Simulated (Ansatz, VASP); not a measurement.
# SnTe in VASP and in Ansatz

The input INCAR:

```
SYSTEM = SnTe
PREC = Accurate
ENCUT = 520
EDIFF = 1E-6
ISMEAR = -1
SIGMA = 0.05
LREAL = .FALSE.
LASPH = .TRUE.
NELM = 150
ALGO = Normal
ISIF = 2
LWAVE = .FALSE.
LCHARG = .FALSE.
LNONCOLLINEAR = .TRUE.
MAGMOM = 0 0 0 0 0 0
LORBIT = 11
LSORBIT = .TRUE.
GGA_COMPAT = .FALSE.
LORBMOM = .TRUE.
GGA = PS
NBANDS = 32
```

File KPOINTS:

```
Automatic mesh
0
G
  7 7 7
  0 0 0
```

File POSCAR:

```
SnTe
1.0
    0.0000000000      3.1297027185      3.1297027185
    3.1297027185      0.0000000000      3.1297027185
    3.1297027185      3.1297027185      0.0000000000
Te Sn
1 1
Direct
    0.5000000000      0.5000000000      0.5000000000
    0.0000000000      0.0000000000      0.0000000000
```

The input input.yaml:

```yaml
crystal:
  lattice:
    - [0.0, 3.1297027185, 3.1297027185]
    - [3.1297027185, 0.0, 3.1297027185]
    - [3.1297027185, 3.1297027185, 0.0]
  atoms:
    - { symbol: Te, position: [0.5, 0.5, 0.5] }
    - { symbol: Sn, position: [0.0, 0.0, 0.0] }
hamiltonian:
  xc: pbesol
  pseudopotentials: { kind: paw_fr }
magnetization:
  noncollinear: true
  spin_orbit: true
kpoints:
  mp_grid: { grid: [7, 7, 7] }
scf:
  occupations: { method: fermi_dirac, width: 0.05 }
output:
  forces: true
  stress: true
  eigenvalues: true
```

Alike in both runs: task single point; functional PBEsol; k mesh 7 × 7 × 7; occupations fermi-dirac, width 0.05 eV; non-collinear spin, spin-orbit coupling.

|  | VASP | Ansatz |
| --- | --- | --- |
| version | VASP 6.6.1 | Ansatz 0.2.0 |
| potentials or method | VASP PAW PBE potentials, release 64 (Te, Sn_d) | Ansatz PAW |
| plane-wave cutoff (eV) | 520 | 420 |
| valence electrons in the cell | 20 | 30 |

```tsv
	VASP	Ansatz	Ansatz less VASP
pressure (GPa)	0.6	0.6	-0.04
net moment per atom (μB)	0.00	0.00	0.000
```

VASP's potentials were made for PBE, not for PBEsol. VASP's potentials hold 20 valence electrons a cell and Ansatz's 30, so a difference there can come from the potentials and not from the codes.
